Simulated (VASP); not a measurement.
# Ti: single point with PBEsol

Ti:

```xyz
1
Lattice="2.5997 0.0000 0.0000 0.0000 2.5997 0.0000 0.0000 0.0000 2.5997" Properties=species:S:1:pos:R:3 pbc="T T T"
Ti    0.0000    0.0000    0.0000
```

```json
{
 "Program": "VASP 6.6.1",
 "Task": "single point",
 "Functional": "PBEsol",
 "Potentials or basis": "VASP PAW PBE potentials, release 64 (Ti_sv)",
 "Cutoff": "520 eV",
 "k mesh": "12 × 12 × 12",
 "Occupations": "fermi-dirac, width 0.1 eV",
 "Spin": "no spin polarisation",
 "Dipole correction": "no",
 "Further INCAR settings": "ALGO = Normal; EDIFF = 1e-07; NBANDS = 12"
}
```

```
Pressure               : -0.1 GPa
Band gap on the k mesh : zero (band 6 reaches 8.84 eV, above the bottom of band 7 at 6.50 eV)
```

Levels at points of the mesh, in eV from the Fermi level:
```
           k point  band 4  band 5  band 6  band 7  band 8  band 9
(0.00, 0.00, 0.00)  -32.12   -5.83   -1.39   -1.39    4.09    4.09
(0.50, 0.00, 0.00)  -32.03   -1.89   -0.64   -0.17    2.11    2.11
(0.50, 0.50, 0.00)  -31.95   -2.89   -0.12    2.55    2.55    5.31
(0.50, 0.50, 0.50)  -32.83   -1.31   -1.31   -1.31    5.42    5.42
```

Run time: 21 s on 1 thread of AMD EPYC 7R13 (shared host), peak memory 0.1 GiB.

Caveat: the PAW data sets were made with another functional, which shifts forces and pressure a little.
